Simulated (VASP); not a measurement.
Write the native input for VASP 6.6.1 that does the following.

```
Task                   : single point
Functional             : PBEsol
Dispersion             : D3(BJ)
Potentials or basis    : VASP PAW PBE potentials, release 64 (W_sv, C)
Cutoff                 : 520 eV
k mesh                 : 10 × 10 × 10
Occupations            : fermi-dirac, width 0.05 eV
Spin                   : no spin polarisation
Dipole correction      : no
Further INCAR settings : ALGO = Normal; EDIFF = 1e-06; NBANDS = 16
```

The structure of WC lies in POSCAR:

```
WC
1.0
    0.0000000000      2.1592042556      2.1592042556
    2.1592042556      0.0000000000      2.1592042556
    2.1592042556      2.1592042556      0.0000000000
W C
1 1
Direct
    0.0000000000      0.0000000000      0.0000000000
    0.5000000000      0.5000000000      0.5000000000
```

These files were run (other wordings do the same):

INCAR

```
PREC     = Accurate       # precision mode
ENCUT    = 520            # plane-wave cutoff, eV
EDIFF    = 1E-6           # SCF threshold, eV
ISMEAR   = -1             # smearing method
SIGMA    = 0.05           # smearing width, eV
LREAL    = F              # projectors in reciprocal space
LASPH    = T              # aspherical terms in the spheres
NELM     = 60             # most SCF steps
ALGO     = Normal         # electronic algorithm
ISIF     = 2              # what is computed and relaxed
LWAVE    = F              # write WAVECAR
LCHARG   = T              # write CHGCAR
GGA      = PS             # functional
IVDW     = 12             # dispersion correction
LELF     = T              # ELF
LVHAR    = T            
NBANDS   = 16             # bands
```

KPOINTS

```
regular mesh
0
Gamma
  10 10 10
```

Potentials or basis: VASP PAW PBE potentials, release 64 (W_sv, C).

Command:

```bash
$ cat potpaw_PBE.64/W_sv/POTCAR potpaw_PBE.64/C/POTCAR > POTCAR
$ mpirun -np 1 vasp_std > vasp.out
```

Results of the run:

The pressure is 1.2 GPa and the band gap on the k mesh is zero (band 9 reaches 14.12 eV, above the bottom of band 10 at 10.70 eV). The dispersion energy per atom is -0.464 eV.

Caveat: the PAW data sets were made with another functional, which shifts forces and pressure a little; spin-orbit coupling is left out, which moves the levels of the heavy elements; pairwise dispersion overbinds metals, which lowers pressure and volume.

It took 7.4 s on 1 thread of AMD EPYC 9R45 96-Core Processor (Zen 5) (shared host), peak memory 0.13 GiB.
